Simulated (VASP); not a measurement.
# Au: single point with revPBE

Au:

```
CELL_PARAMETERS angstrom
-1.68488 1.68488 1.68488
1.68488 -1.68488 1.68488
1.68488 1.68488 -1.68488
ATOMIC_POSITIONS crystal
Au 0.00000 0.00000 0.00000
```

This cell differs from its parent crystal: volume scaled by 1.04.

```json
{
 "Program": "VASP 6.6.1",
 "Task": "single point",
 "Functional": "revPBE",
 "Potentials or basis": "VASP PAW PBE potentials, release 64 (Au)",
 "Cutoff": "520 eV",
 "k mesh": "15 × 15 × 15",
 "Occupations": "fermi-dirac, width 0.1 eV",
 "Spin": "no spin polarisation"
}
```

The pressure is -4.2 GPa.

Levels at points of the mesh, in eV from the Fermi level:
| k point | band 2 | band 3 | band 4 | band 5 | band 6 | band 7 | band 8 | band 9 |
| --- | --- | --- | --- | --- | --- | --- | --- | --- |
| (0.00, 0.00, 0.00) | -4.20 | -4.20 | -4.20 | -2.61 | -2.61 | 16.52 | 16.52 | 16.52 |

It took 12 s on 1 thread of Intel Xeon 6975P-C, on a shared host, peak memory 0.16 GiB.

Caveat: the PAW data sets were made with another functional, which shifts forces and pressure a little; spin-orbit coupling is left out, which moves the levels of the heavy elements.
